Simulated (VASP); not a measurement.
# AlAs (F-43m) in VASP: a series of runs

AlAs is run at these levels: LDA; tasks: relaxation of cell and atoms.

Program: VASP 6.6.1. These are calculated values, not measurements. Logs are shortened: lines on timing, memory, paths and dates and some standing lists are left out, and cuts for length are marked.

## Step 1: The cell of the first run

It takes space group F-43m (No. 216, cubic). The conventional cell has a = 5.629 Å, b = 5.629 Å, c = 5.629 Å, α = 90.00°, β = 90.00°, γ = 90.00°. Within 3.2 Å of Al (site symmetry -43m) lie 4 As at 2.44 Å. As (site symmetry -43m) has 4 Al at 2.44 Å within 3.2 Å.

## Step 2: Relaxation of cell and atoms, LDA, target pressure 10 GPa, at which the enthalpy is minimised

INCAR

```
SYSTEM = AlAs
ALGO     = Normal         ! electronic algorithm
EDIFF    = 1E-7           ! SCF threshold, eV
EDIFFG   = -0.002         ! ionic threshold
ENCUT    = 500            ! plane-wave cutoff, eV
GGA      = CA             ! functional
GGA_COMPAT= .FALSE.      
IBRION   = 2              ! ionic algorithm
ISIF     = 3              ! what is computed and relaxed
ISMEAR   = 0              ! smearing method
LASPH    = .TRUE.         ! aspherical terms in the spheres
LCHARG   = .FALSE.        ! write CHGCAR
LREAL    = .FALSE.        ! projectors in reciprocal space
LWAVE    = .FALSE.        ! write WAVECAR
NELM     = 120            ! most SCF steps
NELMIN   = 4            
NSW      = 100            ! ionic steps
PREC     = Accurate       ! precision mode
PSTRESS  = 100.0        
SIGMA    = 0.01           ! smearing width, eV
```

KPOINTS

```
k-points
0
G
  8 8 8
  0 0 0
```

POSCAR

```
AlAs
1.0
    0.0000000000      2.8145759924      2.8145759924
    2.8145759924      0.0000000000      2.8145759924
    2.8145759924      2.8145759924      0.0000000000
Al As
1 1
Direct
    0.0000000000      0.0000000000      0.0000000000
    0.7500000000      0.7500000000      0.7500000000
```

Potentials or basis: VASP PAW LDA potentials, release 64 (Al, As).

Run with:

```sh
> cat potpaw_LDA.64/Al/POTCAR potpaw_LDA.64/As/POTCAR > POTCAR
> mpirun -np 1 vasp_std > vasp.out
```

OUTCAR:

```text
SYSTEM = AlAs
   EDIFF = 1E-7
   EDIFFG = -0.002
   ENCUT = 500
   GGA = CA
   IBRION = 2
   ISIF = 3
   ISMEAR = 0
   LASPH = .TRUE.
   LREAL = .FALSE.
   NELM = 120
   NELMIN = 4
   NSW = 100
   PREC = Accurate
   PSTRESS = 100.0

 ion  position               nearest neighbor table
   1  0.000  0.000  0.000-   2 2.44   2 2.44   2 2.44   2 2.44
   2  0.750  0.750  0.750-   1 2.44   1 2.44   1 2.44   1 2.44

  LATTYP: Found a face centered cubic cell.
 ALAT       =     5.6291519848

  Lattice vectors:

 A1 = (   0.0000000000,   2.8145759924,   2.8145759924)
 A2 = (   2.8145759924,   0.0000000000,   2.8145759924)
 A3 = (   2.8145759924,   2.8145759924,   0.0000000000)

Analysis of symmetry for initial positions (statically):
=====================================================================
 Subroutine PRICEL returns:
 Original cell was already a primitive cell.

 Routine SETGRP: Setting up the symmetry group for a
 face centered cubic supercell.

 Subroutine GETGRP returns: Found 24 space group operations
 (whereof 24 operations were pure point group operations)
 out of a pool of 48 trial point group operations.

The static configuration has the point symmetry T_d .

Analysis of symmetry for dynamics (positions and initial velocities):
=====================================================================
 Subroutine PRICEL returns:
 Original cell was already a primitive cell.

 Routine SETGRP: Setting up the symmetry group for a
 face centered cubic supercell.

 Subroutine GETGRP returns: Found 24 space group operations
 (whereof 24 operations were pure point group operations)
 out of a pool of 48 trial point group operations.

The dynamic configuration has the point symmetry T_d .

 Subroutine INISYM returns: Found 24 space group operations
 (whereof 24 operations are pure point group operations),
 and found     1 'primitive' translations

----------------------------------------------------------------------------------------

                                     Primitive cell

  volume of cell :      44.5932

  direct lattice vectors                    reciprocal lattice vectors
     0.000000000  2.814575992  2.814575992    -0.177646651  0.177646651  0.177646651
     2.814575992  0.000000000  2.814575992     0.177646651 -0.177646651  0.177646651
     2.814575992  2.814575992  0.000000000     0.177646651  0.177646651 -0.177646651

  length of vectors
     3.980411541  3.980411541  3.980411541     0.307693026  0.307693026  0.307693026

  position of ions in fractional coordinates (direct lattice)
     0.000000000  0.000000000  0.000000000
     0.750000000  0.750000000  0.750000000

  ion indices of the primitive-cell ions
   primitive index   ion index
                 1           1
                 2           2

----------------------------------------------------------------------------------------

 KPOINTS: k-points

Automatic generation of k-mesh.
 Grid dimensions read from file:
 generate k-points for:    8    8    8

 Generating k-lattice:

  Cartesian coordinates                     Fractional coordinates (reciprocal lattice)
    -0.022205831  0.022205831  0.022205831     0.125000000  0.000000000  0.000000000
     0.022205831 -0.022205831  0.022205831     0.000000000  0.125000000  0.000000000
     0.022205831  0.022205831 -0.022205831     0.000000000  0.000000000  0.125000000

  Length of vectors
     0.038461628  0.038461628  0.038461628

  Shift w.r.t. Gamma in fractional coordinates (k-lattice)
     0.000000000  0.000000000  0.000000000

 Subroutine IBZKPT returns following result:
 ===========================================

 Found     29 irreducible k-points:

 Following reciprocal coordinates:
            Coordinates               Weight
  0.000000  0.000000  0.000000      1.000000
  0.125000  0.000000  0.000000      8.000000
  0.250000  0.000000  0.000000      8.000000
  0.375000  0.000000  0.000000      8.000000
  0.500000  0.000000  0.000000      4.000000
  0.125000  0.125000  0.000000      6.000000
[... 16 lines left out ...]
  0.500000  0.250000  0.125000     48.000000
 -0.375000  0.250000  0.125000     24.000000
 [... further k-points ...]
   k-points           NKPTS =     29   k-points in BZ     NKDIM =     29   number of bands    NBANDS=      8
   number of dos      NEDOS =    301   number of ions     NIONS =      2
   total plane-waves  NPLWV =  27000
   dimension x,y,z NGX =    30 NGY =   30 NGZ =   30
   dimension x,y,z NGXF=    60 NGYF=   60 NGZF=   60
   ions per type =               1   1
   NGX,Y,Z   is equivalent  to a cutoff of  12.53, 12.53, 12.53 a.u.
   NGXF,Y,Z  is equivalent  to a cutoff of  25.06, 25.06, 25.06 a.u.
 SYSTEM =  AlAs
   PREC   = accura    normal or accurate (medium, high low for compatibility)
   ISTART =      0    job   : 0-new  1-cont  2-samecut
   ICHARG =      2    charge: 1-file 2-atom 10-const
   ISPIN  =      1    spin polarized calculation?
   LNONCOLLINEAR =      F non collinear calculations
   LSORBIT =      F    spin-orbit coupling
   LASPH  =      T    aspherical Exc in radial PAW
   ENCUT  =  500.0 eV  36.75 Ry    6.06 a.u.   7.26  7.26  7.26*2*pi/ulx,y,z
   NELM   =    120;   NELMIN=  4; NELMDL= -5     # of ELM steps
   EDIFF  = 0.1E-06   stopping-criterion for ELM
   LREAL  =      F    real-space projection
   EDIFFG = -.2E-02   stopping-criterion for IOM
   NSW    =    100    number of steps for IOM
   IBRION =      2    ionic relax: 0-MD 1-quasi-New 2-CG
   NFREE  =      1    steps in history (QN), initial steepest desc. (CG)
   ISIF   =      3    stress and relaxation
   ISYM   =      2    0-nonsym 1-usesym 2-fastsym
   POTIM  = 0.5000    time-step for ionic-motion
   TEBEG  =    0.0;   TEEND  =   0.0 temperature during run
   PSTRESS=  100.0 pullay stress
   NELECT =       8.0000    total number of electrons
   NUPDOWN=      -1.0000    fix difference up-down
   EMIN   =  10.00;   EMAX   =-10.00  energy-range for DOS
   EFERMI =   0.00;   METHOD = LEGACY
   ISMEAR =     0;   SIGMA  =   0.01  broadening in eV -4-tet -1-fermi 0-gaus
   EFERMI_NEDOS =   21; number of points for ismear=-14 and -15
   IALGO  =     38    algorithm
   IMIX   =      4    mixing-type and parameters
     AMIX     =   0.40;   BMIX     =  1.00
     AMIX_MAG =   1.60;   BMIX_MAG =  1.00
  volume/ion in A,a.u.               =      22.30       150.46
  Fermi-wavevector in a.u.,A,eV,Ry     =   0.923312  1.744807 11.599037  0.852505
  Thomas-Fermi vector in A             =   2.048935
   LORBIT       =      0    0 simple, 1 ext, 2 COOP (PROOUT), +10 PAW based schemes
   GGA     = CA    functional components
   LHFCALC =     F    Hartree Fock is set to
   AEXX    =    0.0000 exact exchange contribution
   IVDW    =     0    specifies the selected vdW correction
   LEPSILON=     F    determine dielectric tensor
   LRPA    =     F    only Hartree local field effects (RPA)
 conjugate gradient relaxation of ions
 non-spin polarized calculation
 Gauss-broadening in eV      SIGMA  =   0.01
  energy-cutoff  :      500.00
  volume of cell :       44.59
 maximum number of plane-waves:      1158
 NGX is ok and might be reduce to    30
   NGX = 15   NGY = 15   NGZ = 15

--------------------------------------- Ionic step        1  -------------------------------------------

 number of electron       8.0000001 magnetization

 Free energy of the ion-electron system (eV)
  ---------------------------------------------------
  ext. energy  EPLUGINS =         0.00000000
  ---------------------------------------------------
  free energy    TOTEN  =       -10.51394611 eV

  energy without entropy =      -10.51394611  energy(sigma->0) =      -10.51394611

------------------------ aborting loop because EDIFF is reached ----------------------------------------

  FORCE on cell =-STRESS in cart. coord.  units (eV):
  Direction    XX          YY          ZZ          XY          YZ          ZX
  --------------------------------------------------------------------------------------
  -------------------------------------------------------------------------------------
  Total        0.0960178      0.0960178      0.0960178      0.0000000      0.0000000     -0.0000000
  in kB        3.4497950      3.4497950      3.4497950      0.0000000      0.0000000     -0.0000000
  external PRESSURE =     -96.5502050 kB  Pullay stress =     100.0000000 kB
[... 23 lines left out ...]
  enthalpy is  TOTEN    =        -7.7306568071 eV   P V=        2.7832893002

--------------------------------------- Ionic step        2  -------------------------------------------

 number of electron       8.0000000 magnetization

 E-fermi :   5.9245     XC(G=0): -10.1318

 val. band max:        5.8665079965   @ k =   0.0000   0.0000   0.0000
 cond. band min:       6.7598614972   @ k =   0.5000   0.5000   0.0000
 fundamental gap:      0.8933535007
 Fermi energy:         5.9244783031

 k-point     1 :       0.0000    0.0000    0.0000
  band No.  band energies     occupation
      1      -7.4057      2.00000
      2       5.8665      2.00000
      3       5.8665      2.00000
      4       5.8665      2.00000
      5       9.5761      0.00000
      6      10.4941      0.00000
      7      10.4941      0.00000
      8      10.4941      0.00000
[... 243 lines left out ...]
 k-point    24 :      -0.3750    0.2500    0.1250
  band No.  band energies     occupation
      1      -5.0595      2.00000
      2      -0.3462      2.00000
      3       2.5841      2.00000
      4       3.9102      2.00000
      5       9.7176      0.00000
      6      10.4380      0.00000
      7      13.3362      0.00000
      8      14.3658      0.00000

 [... further k-points ...]

------------------------ aborting loop because EDIFF is reached ----------------------------------------

  FORCE on cell =-STRESS in cart. coord.  units (eV):
  Direction    XX          YY          ZZ          XY          YZ          ZX
  --------------------------------------------------------------------------------------
  -------------------------------------------------------------------------------------
  Total        5.4479684      5.4479684      5.4479684      0.0000000      0.0000000      0.0000000
  in kB      239.3268200    239.3268200    239.3268200      0.0000000      0.0000000      0.0000000
  external PRESSURE =     139.3268200 kB  Pullay stress =     100.0000000 kB
[... 137 lines left out ...]
  enthalpy is  TOTEN    =        -7.8705423324 eV   P V=        2.5162543627

--------------------------------------- Ionic step        6  -------------------------------------------

 number of electron       7.9999999 magnetization

 Free energy of the ion-electron system (eV)
  ---------------------------------------------------
  ext. energy  EPLUGINS =         0.00000000
  ---------------------------------------------------
  free energy    TOTEN  =       -10.38633746 eV

  energy without entropy =      -10.38633746  energy(sigma->0) =      -10.38633746

 E-fermi :   4.9163     XC(G=0):  -9.7332

 val. band max:        4.8556826807   @ k =   0.0000   0.0000   0.0000
 cond. band min:       5.9744486369   @ k =   0.5000   0.5000   0.0000
 fundamental gap:      1.1187659562
 Fermi energy:         4.9163444701

 k-point     1 :       0.0000    0.0000    0.0000
  band No.  band energies     occupation
      1      -7.7426      2.00000
      2       4.8557      2.00000
      3       4.8557      2.00000
      4       4.8557      2.00000
      5       7.7033      0.00000
      6       9.3048      0.00000
      7       9.3048      0.00000
      8       9.3048      0.00000
[... 243 lines left out ...]
 k-point    24 :      -0.3750    0.2500    0.1250
  band No.  band energies     occupation
      1      -5.7215      2.00000
      2      -0.8980      2.00000
      3       1.8410      2.00000
      4       3.0962      2.00000
      5       8.6501      0.00000
      6       9.1988      0.00000
      7      11.9433      0.00000
      8      12.9022      0.00000

 [... further k-points ...]

------------------------ aborting loop because EDIFF is reached ----------------------------------------

  FORCE on cell =-STRESS in cart. coord.  units (eV):
  Direction    XX          YY          ZZ          XY          YZ          ZX
  --------------------------------------------------------------------------------------
  -------------------------------------------------------------------------------------
  Total        2.5154584      2.5154584      2.5154584     -0.0000000     -0.0000000     -0.0000000
  in kB       99.9866350     99.9866350     99.9866350     -0.0000000     -0.0000000     -0.0000000
  external PRESSURE =      -0.0133650 kB  Pullay stress =     100.0000000 kB
[... 17 lines left out ...]
  FREE ENERGIE OF THE ION-ELECTRON SYSTEM (eV)
  ---------------------------------------------------
  free  energy   TOTEN  =       -10.3863374646 eV

  energy  without entropy=      -10.3863374646  energy(sigma->0) =      -10.38633746

  enthalpy is  TOTEN    =        -7.8705428442 eV   P V=        2.5157946204

 reached required accuracy - stopping structural energy minimisation
```

It took 29 s on 1 thread of Intel Xeon 6975P-C, shared host; peak memory 0.16 GiB.

What came out:

```
Free energy                                            : -10.3863 eV
Relaxed volume                                         : 20.15 Å³/atom
Relaxed cell                                           : a = 3.849 Å, b = 3.849 Å, c = 3.849 Å, α = 60.00°, β = 60.00°, γ = 60.00°
Space group after relaxing (to 0.05 Å)                 : F-43m (No. 216)
Energy change on relaxing (the enthalpy is what falls) : +63.8 meV/atom
Ionic steps                                            : 6
Pressure after relaxing                                : 10.0 GPa
Band gap on the k mesh                                 : 1.12 eV, indirect (least direct gap 2.85 eV)
```

The path:
| step | energy change (eV) | largest force (eV/Å) | pressure (GPa) | volume (Å³) |
| --- | --- | --- | --- | --- |
| 1 | 0.0000 | 0.0000 | 0.34 | 44.59 |
| 2 | 0.5211 | 0.0000 | 23.93 | 36.47 |
| 3 | 0.1231 | 0.0000 | 9.79 | 40.38 |
| 4 | 0.1281 | 0.0000 | 10.02 | 40.30 |
| 5 | 0.1271 | 0.0000 | 9.98 | 40.31 |
| 6 | 0.1276 | 0.0000 | 10.00 | 40.31 |

Final structure:
```xyz
2
Lattice="0.0000 2.7214 2.7214 2.7214 0.0000 2.7214 2.7214 2.7214 0.0000" Properties=species:S:1:pos:R:3 pbc="T T T"
Al    0.0000    0.0000    0.0000
As    4.0820    4.0820    4.0820
```

Levels at points of the mesh, in eV from the valence-band top:
```csv
k point,band 1,band 2,band 3,band 4,band 5,band 6,band 7,band 8
"(0.00, 0.00, 0.00)",-12.60,0.00,0.00,0.00,2.85,4.45,4.45,4.45
"(0.50, 0.00, 0.00)",-10.89,-6.15,-0.91,-0.91,2.48,4.71,4.71,7.80
"(0.50, 0.50, 0.00)",-10.23,-5.89,-2.45,-2.45,1.12,2.19,11.11,11.11
```

Caveat: the cell is relaxed towards a set pressure, so the enthalpy falls and the energy may rise.

## Step 3: Relaxation of cell and atoms, LDA, target pressure 15 GPa, at which the enthalpy is minimised

INCAR

```
SYSTEM = AlAs
PREC     = Accurate       ! precision mode
ENCUT    = 500            ! plane-wave cutoff, eV
EDIFF    = 1E-7           ! SCF threshold, eV
ISMEAR   = 0              ! smearing method
SIGMA    = 0.01           ! smearing width, eV
LREAL    = .FALSE.        ! projectors in reciprocal space
LASPH    = .TRUE.         ! aspherical terms in the spheres
NELM     = 120            ! most SCF steps
ALGO     = Normal         ! electronic algorithm
ISIF     = 3              ! what is computed and relaxed
LWAVE    = .FALSE.        ! write WAVECAR
LCHARG   = .FALSE.        ! write CHGCAR
GGA      = CA             ! functional
IBRION   = 2              ! ionic algorithm
NSW      = 100            ! ionic steps
EDIFFG   = -0.002         ! ionic threshold
PSTRESS  = 150.0        
GGA_COMPAT= .FALSE.      
NELMIN   = 4
```

KPOINTS

```
Automatic mesh
0
G
  8 8 8
  0 0 0
```

POSCAR is that of step 2.

Potentials or basis: VASP PAW LDA potentials, release 64 (Al, As).

Run with:

```sh
> cat potpaw_LDA.64/Al/POTCAR potpaw_LDA.64/As/POTCAR > POTCAR
> mpirun -np 1 vasp_std > vasp.out
```

Wall time 32 s (1 thread of Intel Xeon 6975P-C, shared host); peak memory 0.16 GiB.

It converged, with:

- Free energy: -10.2634 eV
- Relaxed volume: 19.36 Å³/atom
- Relaxed cell: a = 3.797 Å, b = 3.797 Å, c = 3.797 Å, α = 60.00°, β = 60.00°, γ = 60.00°
- Space group after relaxing (to 0.05 Å): F-43m (No. 216)
- Energy change on relaxing (the enthalpy is what falls): +125.3 meV/atom
- Ionic steps: 7
- Pressure after relaxing: 15.0 GPa
- Band gap on the k mesh: 1.03 eV, indirect (least direct gap 3.19 eV)

The path:
| step | energy change (eV) | largest force (eV/Å) | pressure (GPa) | volume (Å³) |
| --- | --- | --- | --- | --- |
| 1 | 0.0000 | 0.0000 | 0.34 | 44.59 |
| 2 | 1.3253 | 0.0000 | 45.80 | 32.68 |
| 3 | 0.2311 | 0.0000 | 14.27 | 38.94 |
| 4 | 0.2476 | 0.0000 | 14.89 | 38.75 |
| 5 | 0.2580 | 0.0000 | 15.28 | 38.64 |
| 6 | 0.2425 | 0.0000 | 14.70 | 38.81 |
| 7 | 0.2506 | 0.0000 | 15.00 | 38.72 |

Final structure:
```cif
data_structure
_symmetry_space_group_name_H-M 'P 1'
_symmetry_Int_Tables_number 1
_cell_length_a 3.7974
_cell_length_b 3.7974
_cell_length_c 3.7974
_cell_angle_alpha 60.000
_cell_angle_beta 60.000
_cell_angle_gamma 60.000
_cell_volume 38.72
loop_
_atom_site_label
_atom_site_type_symbol
_atom_site_fract_x
_atom_site_fract_y
_atom_site_fract_z
_atom_site_occupancy
Al1 Al 0.00000 0.00000 0.00000 1
As1 As 0.75000 0.75000 0.75000 1
```

Levels at points of the mesh, in eV from the valence-band top:
```csv
k point,band 1,band 2,band 3,band 4,band 5,band 6,band 7,band 8
"(0.00, 0.00, 0.00)",-12.86,0.00,0.00,0.00,3.19,4.52,4.52,4.52
"(0.50, 0.00, 0.00)",-11.05,-6.36,-0.94,-0.94,2.65,4.73,4.73,7.86
"(0.50, 0.50, 0.00)",-10.34,-6.05,-2.55,-2.55,1.03,2.19,11.42,11.42
```

Caveat: the cell is relaxed towards a set pressure, so the enthalpy falls and the energy may rise.
